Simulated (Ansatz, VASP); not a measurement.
## One calculation of Sb, two programs

File INCAR:

```
SYSTEM = Sb
ALGO = Normal ; EDIFF = 1E-6
EDIFFG = -0.01 ; ENCUT = 600
GGA = PE ; IBRION = 2
ISIF = 3 ; ISMEAR = 0
LASPH = .TRUE. ; LCHARG = .FALSE.
LREAL = .FALSE. ; LWAVE = .FALSE.
NELM = 80 ; NSW = 100
PREC = Accurate ; SIGMA = 0.1
```

KPOINTS

```
k-points
0
G
  6 6 10
  0 0 0
```

POSCAR

```
Sb
1.0
    8.4791581823      0.0000000000      0.0000000000
   -4.2395790911      7.3431663886      0.0000000000
    0.0000000000      0.0000000000      3.4996047167
Sb
6
Direct
    0.3255273885      0.0000000000      0.5000000000
    0.0000000000      0.3255273885      0.8333333333
    0.6744726115      0.6744726115      0.1666666667
    0.6744726115      0.0000000000      0.5000000000
    0.0000000000      0.6744726115      0.8333333333
    0.3255273885      0.3255273885      0.1666666667
```

Input for Ansatz:

```yaml
crystal:
  lattice:
    - [8.4791581823, 0.0, 0.0]
    - [-4.2395790911, 7.3431663886, 0.0]
    - [0.0, 0.0, 3.4996047167]
  atoms:
    - { symbol: Sb, position: [0.3255273885, 0.0, 0.5] }
    - { symbol: Sb, position: [0.0, 0.3255273885, 0.8333333333] }
    - { symbol: Sb, position: [0.6744726115, 0.6744726115, 0.1666666667] }
    - { symbol: Sb, position: [0.6744726115, 0.0, 0.5] }
    - { symbol: Sb, position: [0.0, 0.6744726115, 0.8333333333] }
    - { symbol: Sb, position: [0.3255273885, 0.3255273885, 0.1666666667] }
basis:
  ecutwfc: 420
kpoints:
  mp_grid: { grid: [6, 6, 10] }
hamiltonian:
  xc: pbe
scf:
  occupations: { method: gaussian, width: 0.1 }
output:
  forces: true
  stress: true
  eigenvalues: true
  write_density: true
  write_potential: true
  elf: true
  volumetric_format: npy
relax:
  adjacent_minimum: "off"
  f_tol: 0.01
  max_steps: 80
  cell: { stress_tol: 0.05 }
```

Alike in both runs: task relaxation of cell and atoms; functional PBE; k mesh 6 × 6 × 10; occupations gaussian, width 0.1 eV; no spin polarisation.

|  | VASP | Ansatz |
| --- | --- | --- |
| version | VASP 6.6.1 | Ansatz 0.2.0 |
| potentials or method | VASP PAW PBE potentials, release 64 (Sb), cutoff 600 eV | scalar-relativistic, plane waves, PAW |
| valence electrons in the cell | 30 | 90 |

```csv
,VASP,Ansatz,Ansatz less VASP
"gap on the k mesh at the Fermi level, each at its own relaxed structure (eV)",none,none,-
relaxed volume (Å³/atom),36.19,36.26,+0.075
relaxed cell length with the largest relative difference (Å),8.747,8.754,+0.0078
```

A gap of «none» marks a metal or a gap that the smearing closes. VASP's potentials hold 30 valence electrons a cell and Ansatz's 90, so a difference there can come from the potentials and not from the codes.

Neither program's run includes spin-orbit coupling.
